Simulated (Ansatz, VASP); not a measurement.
ZnO in VASP and in Ansatz

```
Zn O
1.0
     3.14912    0.00000    0.00000
    -1.57456    2.72722    0.00000
     0.00000    0.00000    5.48986
Zn O
2 2
Direct
  0.33333 0.66667 0.00158
  0.66667 0.33333 0.50158
  0.33333 0.66667 0.39561
  0.66667 0.33333 0.89561
```

Alike in both runs: task single point; functional PBEsol; k mesh 9 × 9 × 6; occupations gaussian, width 0.05 eV; no spin polarisation.

|  | VASP | Ansatz |
| --- | --- | --- |
| version | VASP 6.6.1 | Ansatz 0.2.0 |
| potentials or method | VASP PAW PBE potentials, release 64 (Zn, O_h), cutoff 910 eV | scalar-relativistic, plane waves, PAW |
| valence electrons in the cell | 36 | 36 |

|  | VASP | Ansatz | Ansatz less VASP |
| --- | --- | --- | --- |
| gap on the k mesh at the Fermi level (eV) | 0.59 | 0.60 | +0.008 |
| least direct gap on the mesh (eV) | 0.59 | 0.60 | +0.008 |
| rms of the force components (eV/Å) | 0.439 | 0.419 | -0.0202 |

VASP's potentials were made for PBE, not for PBEsol, and Ansatz warns of the same on its side. Atom by atom the forces differ by 0.020 eV/Å (rms over components). With one functional, cell and mesh, what is left measures potentials, basis and numerics.

Noted on VASP's run: the cutoff is short for stress, so the pressure is rough.
